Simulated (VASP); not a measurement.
# Sc (P6_3/mmc) in VASP: a series of runs

The runs below take Sc through single point, with PBE.

Program: VASP 6.6.1. These are calculated values, not measurements. Logs are shortened: lines on timing, memory, paths and dates and some standing lists are left out, and cuts for length are marked.

**1. The cell of the first run**

The structure is hexagonal, space group P6_3/mmc (No. 194). The conventional cell has a = 3.375 Å, b = 3.375 Å, c = 5.576 Å, α = 90.00°, β = 90.00°, γ = 120.00°. Sc (site symmetry -6m2) has 12 Sc at 3.37 to 3.40 Å within 4.4 Å.

**2. Single point, PBE**

INCAR reads:

```
PREC = Accurate
ENCUT = 520
EDIFF = 1E-6
ISMEAR = 0
SIGMA = 0.15
LREAL = F
LASPH = T
NELM = 80
ALGO = Fast
ISIF = 2
LWAVE = F
LCHARG = F
GGA = PE
NBANDS = 18
```

KPOINTS reads:

```
regular mesh
0
Gamma
  15 15 10
```

POSCAR reads:

```
Sc
1.0
    3.3748000000      0.0000000000      0.0000000000
   -1.6874000000      2.9226625327      0.0000000000
    0.0000000000      0.0000000000      5.5756000000
Sc
2
Direct
    0.3333333333      0.6666666667      0.2500000000
    0.6666666667      0.3333333333      0.7500000000
```

Potentials or basis: VASP PAW PBE potentials, release 64 (Sc_sv).

Started as:

```
$ cat potpaw_PBE.64/Sc_sv/POTCAR > POTCAR
$ mpirun -np 1 vasp_std > vasp.out
```

OUTCAR:

```text
PREC = Accurate
   ENCUT = 520
   EDIFF = 1E-6
   ISMEAR = 0
   LREAL = F
   LASPH = T
   NELM = 80
   ISIF = 2
   GGA = PE

 ion  position               nearest neighbor table
   1  0.333  0.667  0.250-   2 3.40   2 3.40   2 3.40   2 3.40   2 3.40   2 3.40
   2  0.667  0.333  0.750-   1 3.40   1 3.40   1 3.40   1 3.40   1 3.40   1 3.40

  LATTYP: Found a hexagonal cell.
 ALAT       =     3.3748000000
 C/A-ratio  =     1.6521275335

  Lattice vectors:

 A1 = (   3.3748000000,   0.0000000000,   0.0000000000)
 A2 = (  -1.6874000000,   2.9226625327,   0.0000000000)
 A3 = (   0.0000000000,   0.0000000000,   5.5756000000)

Analysis of symmetry for initial positions (statically):
=====================================================================
 Subroutine PRICEL returns:
 Original cell was already a primitive cell.

 Routine SETGRP: Setting up the symmetry group for a
 hexagonal supercell.

 Subroutine GETGRP returns: Found 24 space group operations
 (whereof 12 operations were pure point group operations)
 out of a pool of 24 trial point group operations.

The static configuration has the point symmetry D_3d.
 The point group associated with its full space group is D_6h.

Analysis of symmetry for dynamics (positions and initial velocities):
=====================================================================
 Subroutine PRICEL returns:
 Original cell was already a primitive cell.

 Routine SETGRP: Setting up the symmetry group for a
 hexagonal supercell.

 Subroutine GETGRP returns: Found 24 space group operations
 (whereof 12 operations were pure point group operations)
 out of a pool of 24 trial point group operations.

The dynamic configuration has the point symmetry D_3d.
 The point group associated with its full space group is D_6h.

 Subroutine INISYM returns: Found 24 space group operations
 (whereof 12 operations are pure point group operations),
 and found     1 'primitive' translations

----------------------------------------------------------------------------------------

                                     Primitive cell

  volume of cell :      54.9944

  direct lattice vectors                    reciprocal lattice vectors
     3.374800000  0.000000000  0.000000000     0.296313856  0.171076884  0.000000000
    -1.687400000  2.922662533  0.000000000     0.000000000  0.342153769  0.000000000
     0.000000000  0.000000000  5.575600000     0.000000000  0.000000000  0.179352895

  length of vectors
     3.374800000  3.374800000  5.575600000     0.342153769  0.342153769  0.179352895

  position of ions in fractional coordinates (direct lattice)
     0.333333333  0.666666667  0.250000000
     0.666666667  0.333333333  0.750000000

  ion indices of the primitive-cell ions
   primitive index   ion index
                 1           1
                 2           2

----------------------------------------------------------------------------------------

 KPOINTS: regular mesh

Automatic generation of k-mesh.
 Grid dimensions read from file:
 generate k-points for:   15   15   10

 Generating k-lattice:

  Cartesian coordinates                     Fractional coordinates (reciprocal lattice)
     0.019754257  0.011405126  0.000000000     0.066666667  0.000000000  0.000000000
     0.000000000  0.022810251  0.000000000     0.000000000  0.066666667  0.000000000
     0.000000000  0.000000000  0.017935289     0.000000000  0.000000000  0.100000000

  Length of vectors
     0.022810251  0.022810251  0.017935289

  Shift w.r.t. Gamma in fractional coordinates (k-lattice)
     0.000000000  0.000000000  0.000000000

 Subroutine IBZKPT returns following result:
 ===========================================

 Found    162 irreducible k-points:

 Following reciprocal coordinates:
            Coordinates               Weight
  0.000000  0.000000  0.000000      1.000000
  0.066667  0.000000  0.000000      6.000000
  0.133333 -0.000000  0.000000      6.000000
  0.200000  0.000000  0.000000      6.000000
  0.266667 -0.000000  0.000000      6.000000
  0.333333 -0.000000  0.000000      6.000000
[... 16 lines left out ...]
  0.333333  0.200000  0.000000     12.000000
  0.400000  0.200000  0.000000      6.000000
 [... further k-points ...]
   k-points           NKPTS =    162   k-points in BZ     NKDIM =    162   number of bands    NBANDS=     18
   number of dos      NEDOS =    301   number of ions     NIONS =      2
   total plane-waves  NPLWV =  32928
   dimension x,y,z NGX =    28 NGY =   28 NGZ =   42
   dimension x,y,z NGXF=    56 NGYF=   56 NGZF=   84
   ions per type =               2
   NGX,Y,Z   is equivalent  to a cutoff of  13.79, 13.79, 12.52 a.u.
   NGXF,Y,Z  is equivalent  to a cutoff of  27.59, 27.59, 25.05 a.u.
 SYSTEM =  unknown system
   PREC   = accura    normal or accurate (medium, high low for compatibility)
   ISTART =      0    job   : 0-new  1-cont  2-samecut
   ICHARG =      2    charge: 1-file 2-atom 10-const
   ISPIN  =      1    spin polarized calculation?
   LNONCOLLINEAR =      F non collinear calculations
   LSORBIT =      F    spin-orbit coupling
   LASPH  =      T    aspherical Exc in radial PAW
   ENCUT  =  520.0 eV  38.22 Ry    6.18 a.u.   6.27  6.27 10.37*2*pi/ulx,y,z
   NELM   =     80;   NELMIN=  2; NELMDL= -5     # of ELM steps
   EDIFF  = 0.1E-05   stopping-criterion for ELM
   LREAL  =      F    real-space projection
   EDIFFG = 0.1E-04   stopping-criterion for IOM
   NSW    =      0    number of steps for IOM
   IBRION =     -1    ionic relax: 0-MD 1-quasi-New 2-CG
   NFREE  =      0    steps in history (QN), initial steepest desc. (CG)
   ISIF   =      2    stress and relaxation
   ISYM   =      2    0-nonsym 1-usesym 2-fastsym
   POTIM  = 0.5000    time-step for ionic-motion
   TEBEG  =    0.0;   TEEND  =   0.0 temperature during run
   PSTRESS=    0.0 pullay stress
   NELECT =      22.0000    total number of electrons
   NUPDOWN=      -1.0000    fix difference up-down
   EMIN   =  10.00;   EMAX   =-10.00  energy-range for DOS
   EFERMI =   0.00;   METHOD = LEGACY
   ISMEAR =     0;   SIGMA  =   0.15  broadening in eV -4-tet -1-fermi 0-gaus
   EFERMI_NEDOS =   21; number of points for ismear=-14 and -15
   IALGO  =     68    algorithm
   IMIX   =      4    mixing-type and parameters
     AMIX     =   0.40;   BMIX     =  1.00
     AMIX_MAG =   1.60;   BMIX_MAG =  1.00
  volume/ion in A,a.u.               =      27.50       185.56
  Fermi-wavevector in a.u.,A,eV,Ry     =   1.206266  2.279511 19.797521  1.455077
  Thomas-Fermi vector in A             =   2.341938
   LORBIT       =      0    0 simple, 1 ext, 2 COOP (PROOUT), +10 PAW based schemes
   GGA     = PE    functional components
   LHFCALC =     F    Hartree Fock is set to
   AEXX    =    0.0000 exact exchange contribution
   IVDW    =     0    specifies the selected vdW correction
   LEPSILON=     F    determine dielectric tensor
   LRPA    =     F    only Hartree local field effects (RPA)
 non-spin polarized calculation
 RMM-DIIS sequential band-by-band and
 Gauss-broadening in eV      SIGMA  =   0.15
  energy-cutoff  :      520.00
  volume of cell :       54.99
 maximum number of plane-waves:      1509
 NGX is ok and might be reduce to    28
   NGX = 13   NGY = 13   NGZ = 21

 number of electron      22.0000005 magnetization

 Free energy of the ion-electron system (eV)
  ---------------------------------------------------
  ext. energy  EPLUGINS =         0.00000000
  ---------------------------------------------------
  free energy    TOTEN  =       -12.41061912 eV

  energy without entropy =      -12.35439068  energy(sigma->0) =      -12.38250490

 E-fermi :   3.0708     XC(G=0):  -9.4507

 val. band max:        3.0701870480   @ k =   0.0667   0.0000   0.0000
 cond. band min:       3.0708532673   @ k =   0.2667  -0.0000   0.3000
 fundamental gap:      0.0006662194
 Fermi energy:         3.0708351740

 k-point     1 :       0.0000    0.0000    0.0000
  band No.  band energies     occupation
      1     -46.6492      2.00000
      2     -46.6148      2.00000
      3     -25.3723      2.00000
      4     -25.1455      2.00000
      5     -25.1455      2.00000
      6     -25.1135      2.00000
[... 10 lines left out ...]
     17       5.3223      0.00000
     18       5.3272      0.00000

 k-point     2 :       0.0667    0.0000    0.0000
  band No.  band energies     occupation
      1     -46.6478      2.00000
      2     -46.6140      2.00000
      3     -25.3685      2.00000
      4     -25.1546      2.00000
      5     -25.1483      2.00000
      6     -25.1210      2.00000
[... 10 lines left out ...]
     17       5.2434      0.00000
     18       5.2712      0.00000

 k-point     3 :       0.1333   -0.0000    0.0000
  band No.  band energies     occupation
      1     -46.6437      2.00000
      2     -46.6120      2.00000
      3     -25.3574      2.00000
      4     -25.1804      2.00000
      5     -25.1562      2.00000
      6     -25.1474      2.00000
[... 10 lines left out ...]
     17       5.0947      0.00000
     18       5.1407      0.00000

 k-point     4 :       0.2000    0.0000    0.0000
  band No.  band energies     occupation
      1     -46.6376      2.00000
      2     -46.6090      2.00000
      3     -25.3401      2.00000
      4     -25.2186      2.00000
      5     -25.1857      2.00000
      6     -25.1675      2.00000
[... 375 lines left out ...]
      4     -25.2924      2.00000
      5     -25.2665      2.00000
      6     -25.2212      2.00000
[... 10 lines left out ...]
     17       6.3175      0.00000
     18       6.3821      0.00000

 k-point    23 :       0.3333    0.2000    0.0000
  band No.  band energies     occupation
      1     -46.6103      2.00000
      2     -46.6011      2.00000
      3     -25.3290      2.00000
      4     -25.2964      2.00000
      5     -25.2466      2.00000
      6     -25.2396      2.00000
[... 10 lines left out ...]
     17       6.3370      0.00000
     18       6.3979      0.00000

 k-point    24 :       0.4000    0.2000    0.0000
  band No.  band energies     occupation
      1     -46.6083      2.00000
      2     -46.6013      2.00000
      3     -25.3352      2.00000
      4     -25.2966      2.00000
      5     -25.2476      2.00000
      6     -25.2371      2.00000
[... 10 lines left out ...]
     17       6.3145      0.00000
     18       6.3599      0.00000

 [... further k-points ...]
[... 5 lines left out ...]
  --------------------------------------------------------------------------------------
  -------------------------------------------------------------------------------------
  Total       -1.2646918     -1.2646918     -2.3284335      0.0000000      0.0000000     -0.0000000
  in kB      -36.8448644    -36.8448644    -67.8353546      0.0000000      0.0000000     -0.0000000
  external PRESSURE =     -47.1750278 kB  Pullay stress =       0.0000000 kB

 VOLUME and BASIS-vectors are now :
 -----------------------------------------------------------------------------
  energy-cutoff  :      520.00
  volume of cell :       54.99
      direct lattice vectors                 reciprocal lattice vectors
     3.374800000  0.000000000  0.000000000     0.296313856  0.171076884  0.000000000
    -1.687400000  2.922662533  0.000000000     0.000000000  0.342153769  0.000000000
     0.000000000  0.000000000  5.575600000     0.000000000  0.000000000  0.179352895

 POSITION                                       TOTAL-FORCE (eV/Angst)
 -----------------------------------------------------------------------------------
     -0.00000      1.94844      1.39390         0.000000     -0.000000      0.000000
      1.68740      0.97422      4.18170        -0.000000      0.000000      0.000000
 -----------------------------------------------------------------------------------
    total drift:                               -0.000000      0.000000     -0.000000

  FREE ENERGIE OF THE ION-ELECTRON SYSTEM (eV)
  ---------------------------------------------------
  free  energy   TOTEN  =       -12.4106191205 eV

  energy  without entropy=      -12.3543906817  energy(sigma->0) =      -12.38250490
```

It took 2.5 min on 1 thread of Intel Xeon Platinum 8488C (Sapphire Rapids), shared host; peak memory 0.27 GiB.

Results:

```yaml
Free_energy: -12.4106 eV
Pressure: -4.7 GPa
Band_gap_on_the_k_mesh: zero (bands 11 and 12 overlap by 1.04 eV)
```

Levels at points of the mesh, in eV from the Fermi level:
| k point | band 7 | band 8 | band 9 | band 10 | band 11 | band 12 | band 13 | band 14 | band 15 | band 16 |
| --- | --- | --- | --- | --- | --- | --- | --- | --- | --- | --- |
| (0.00, 0.00, 0.00) | -28.18 | -28.18 | -4.92 | -1.64 | 0.05 | 1.39 | 1.48 | 1.48 | 1.79 | 1.79 |
| (0.00, 0.00, 0.50) | -28.20 | -28.20 | -3.61 | -3.61 | 0.70 | 0.70 | 1.46 | 1.46 | 1.46 | 1.46 |

Caveat: the cell stands under tension.

**3. Single point, PBE**

This run uses another cell than the first one, of 27.71 Å³/atom.

INCAR reads:

```
ALGO = Fast ; EDIFF = 1E-6
ENCUT = 520 ; GGA = PE
ISIF = 2 ; ISMEAR = 0
LASPH = T ; LCHARG = F
LREAL = F ; LWAVE = F
NBANDS = 18 ; NELM = 60
PREC = Accurate ; SIGMA = 0.15
```

KPOINTS reads:

```
k-points
0
Gamma
  15 15 10
```

POSCAR reads:

```
Sc
1.0
    3.4302000000      0.0000000000      0.0000000000
   -1.7151000000      2.9706403401      0.0000000000
    0.0000000000      0.0000000000      5.4380000000
Sc
2
Direct
    0.3333333333      0.6666666667      0.2500000000
    0.6666666667      0.3333333333      0.7500000000
```

Potentials or basis: VASP PAW PBE potentials, release 64 (Sc_sv).

Started as:

```
$ cat potpaw_PBE.64/Sc_sv/POTCAR > POTCAR
$ mpirun -np 1 vasp_std > vasp.out
```

Wall time 2.2 min (1 thread of Intel Xeon Platinum 8488C (Sapphire Rapids), shared host); peak memory 0.27 GiB.

Results (log left out):

```yaml
Free_energy: -12.4163 eV
Pressure: -5.1 GPa
Band_gap_on_the_k_mesh: zero (bands 11 and 12 overlap by 1.23 eV)
```

Stress tensor (GPa, compression positive):
```
-4.85  0.00  0.00
 0.00 -4.85  0.00
 0.00  0.00 -5.65
```

Levels at points of the mesh, in eV from the Fermi level:
| k point | band 7 | band 8 | band 9 | band 10 | band 11 | band 12 | band 13 | band 14 | band 15 | band 16 |
| --- | --- | --- | --- | --- | --- | --- | --- | --- | --- | --- |
| (0.00, 0.00, 0.00) | -28.20 | -28.18 | -4.90 | -1.52 | 0.29 | 1.45 | 1.45 | 1.58 | 1.81 | 1.81 |
| (0.00, 0.00, 0.50) | -28.22 | -28.22 | -3.51 | -3.51 | 0.84 | 0.84 | 1.39 | 1.39 | 1.39 | 1.39 |

Caveat: the cell stands under tension.

**4. Single point, PBE**

This run uses another cell than the first one, of 27.88 Å³/atom.

INCAR reads:

```
SYSTEM = Sc
PREC = Accurate ; ENCUT = 520
EDIFF = 1E-7 ; ISMEAR = 0
SIGMA = 0.15 ; LREAL = .FALSE.
LASPH = .TRUE. ; NELM = 60
ALGO = Fast ; ISIF = 2
LWAVE = .FALSE. ; LCHARG = .FALSE.
GGA = PE ; NBANDS = 18
```

KPOINTS reads:

```
regular mesh
0
G
  15 15 10
  0 0 0
```

POSCAR reads:

```
Sc
1.0
    3.4855000000      0.0000000000      0.0000000000
   -1.7427500000      3.0185315449      0.0000000000
    0.0000000000      0.0000000000      5.3003000000
Sc
2
Direct
    0.3333333333      0.6666666667      0.2500000000
    0.6666666667      0.3333333333      0.7500000000
```

Started as:

```
$ cat potpaw_PBE.64/Sc_sv/POTCAR > POTCAR
$ mpirun -np 1 vasp_std > vasp.out
```

It took 2.5 min on 1 thread of Intel Xeon Platinum 8488C (Sapphire Rapids), shared host; peak memory 0.27 GiB.

Results (log left out):

- Free energy: -12.4009 eV
- Pressure: -5.4 GPa
- Band gap on the k mesh: zero (bands 11 and 12 overlap by 1.39 eV)

Stress tensor (GPa, compression positive):
```
-5.92  0.00  0.00
 0.00 -5.92  0.00
 0.00  0.00 -4.29
```

Levels at points of the mesh, in eV from the Fermi level:
| k point | band 7 | band 8 | band 9 | band 10 | band 11 | band 12 | band 13 | band 14 | band 15 | band 16 |
| --- | --- | --- | --- | --- | --- | --- | --- | --- | --- | --- |
| (0.00, 0.00, 0.00) | -28.21 | -28.18 | -4.87 | -1.42 | 0.55 | 1.42 | 1.42 | 1.76 | 1.82 | 1.82 |
| (0.00, 0.00, 0.50) | -28.24 | -28.24 | -3.41 | -3.41 | 0.97 | 0.97 | 1.31 | 1.31 | 1.31 | 1.31 |

Caveat: the cell stands under tension.

(Part 1 of 2 ends here.)
